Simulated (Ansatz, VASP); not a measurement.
## One calculation of B2C3, two programs

```
B C
1.0
     3.58040    0.00000    0.00000
    -1.79020    3.10072    0.00000
     0.00000    0.00000    4.34272
B C
2 3
Direct
  0.66667 0.33333 0.85756
  0.33333 0.66667 0.14244
  0.66667 0.33333 0.36004
  0.33333 0.66667 0.63996
  0.00000 0.00000 0.00000
```

Change from the starting cell: species swapped into the Ga3Ni2 type (P-3m1, No. 164).

Alike in both runs: task single point; functional PBE; k mesh 6 × 6 × 4; occupations gaussian, width 0.1 eV; no spin polarisation.

|  | VASP | Ansatz |
| --- | --- | --- |
| version | VASP 6.6.1 | Ansatz 0.2.0 |
| potentials or method | VASP PAW PBE potentials, release 64 (B, C), cutoff 520 eV | scalar-relativistic, plane waves, PAW |
| valence electrons in the cell | 18 | 18 |

|  | VASP | Ansatz | Ansatz less VASP |
| --- | --- | --- | --- |
| gap on the k mesh at the Fermi level (eV) | none | none | - |
| rms of the force components (eV/Å) | 0.355 | 0.355 | -0.0003 |

Atom by atom the forces differ by 0.000 eV/Å (rms over components). A gap of «none» marks a metal or a gap that the smearing closes. With one functional, cell and mesh, what is left measures potentials, basis and numerics.

The k mesh is coarse, so the values compare programs but aren't converged.
